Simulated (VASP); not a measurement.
A run of VASP 6.6.1 is set up as follows.

File INCAR:

```
SYSTEM = F
PREC = Accurate
ENCUT = 600
EDIFF = 1E-7
ISMEAR = -1
SIGMA = 0.08
LREAL = .False.
LASPH = .True.
NELM = 60
ALGO = Normal
ISIF = 3
LWAVE = .False.
LCHARG = .False.
GGA = PE
IBRION = 2
NSW = 60
EDIFFG = -0.005
PSTRESS = 230.0
```

KPOINTS

```
Automatic mesh
0
Gamma
  20 20 20
  0 0 0
```

File POSCAR:

```
F
1.0
   -1.2602908945      1.2602908945      1.2602908945
    1.2602908945     -1.2602908945      1.2602908945
    1.2602908945      1.2602908945     -1.2602908945
F
1
Direct
    0.0000000000      0.0000000000      0.0000000000
```

Potentials or basis: VASP PAW PBE potentials, release 64 (F).

The run is started by

```bash
$ cat potpaw_PBE.64/F/POTCAR > POTCAR
$ mpirun -np 1 vasp_std > vasp.out
```

(1) Predict the relaxed volume.

(2) What does it give for the space group after relaxing (to 0.05 Å)?

(3) What does it give for the relaxed cell?

Answers

(1) 7.97 Å³/atom.

(2) Im-3m (No. 229).

(3) a = 2.180 Å, b = 2.180 Å, c = 2.180 Å, α = 109.47°, β = 109.47°, γ = 109.47°.

Caveat: the cell is relaxed towards a set pressure, so the enthalpy falls and the energy may rise; an odd number of electrons without spin polarisation forces a metal; a magnetic or distorted state may lie lower.
